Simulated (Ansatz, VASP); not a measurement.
# HfO2: VASP beside Ansatz

INCAR

```
SYSTEM = HfO2
  PREC = Accurate
  ENCUT = 520
  EDIFF = 1E-6
  ISMEAR = 0
  SIGMA = 0.020999999999999998
  LREAL = .FALSE.
  LASPH = .TRUE.
  NELM = 60
  ALGO = Normal
  ISIF = 2
  LWAVE = .FALSE.
  LCHARG = .FALSE.
  GGA = PE
  NBANDS = 18
```

KPOINTS

```
Automatic mesh
0
G
  9 9 9
  0 0 0
```

POSCAR

```
HfO2
1.0
    0.0000000000      2.5575000000      2.5575000000
    2.5575000000      0.0000000000      2.5575000000
    2.5575000000      2.5575000000      0.0000000000
Hf O
1 2
Direct
    0.0000000000      0.0000000000      0.0000000000
    0.7500000000      0.7500000000      0.7500000000
    0.2500000000      0.2500000000      0.2500000000
```

Contents of input.yaml:

```yaml
crystal:
  lattice:
    - [0.0, 2.5575, 2.5575]
    - [2.5575, 0.0, 2.5575]
    - [2.5575, 2.5575, 0.0]
  atoms:
    - { symbol: Hf, position: [0.0, 0.0, 0.0] }
    - { symbol: O, position: [0.75, 0.75, 0.75] }
    - { symbol: O, position: [0.25, 0.25, 0.25] }
hamiltonian:
  xc: pbe
  pseudopotentials: { kind: paw }
kpoints:
  mp_grid: { grid: [9, 9, 9] }
scf:
  occupations: { method: gaussian, width: 0.021 }
output:
  forces: true
  stress: true
  eigenvalues: true
  write_density: true
  write_potential: true
  elf: true
  volumetric_format: npy
```

Alike in both runs: task single point; functional PBE; k mesh 9 × 9 × 9; occupations gaussian, width 0.021 eV; no spin polarisation.

|  | VASP | Ansatz |
| --- | --- | --- |
| version | VASP 6.6.1 | Ansatz 0.2.0 |
| potentials or method | VASP PAW PBE potentials, release 64 (Hf_pv, O) | Ansatz PAW |
| plane-wave cutoff (eV) | 520 | 420 |
| valence electrons in the cell | 22 | 38 |

Ansatz gave:

* gap on the k mesh at the Fermi level (eV): 3.83
* least direct gap on the mesh (eV): 3.94
* pressure (GPa): -2.5

Problem. Estimate VASP's values.

Solution. gap on the k mesh at the Fermi level (eV): 3.84; least direct gap on the mesh (eV): 3.95; pressure (GPa): -6.0.

VASP's potentials hold 22 valence electrons a cell and Ansatz's 38, so a difference there can come from the potentials and not from the codes.

Spin-orbit coupling is off throughout. Noted on Ansatz's run: odd divisions of the mesh miss points on the zone boundary, where band edges often lie, so the gap on the mesh can be too wide.
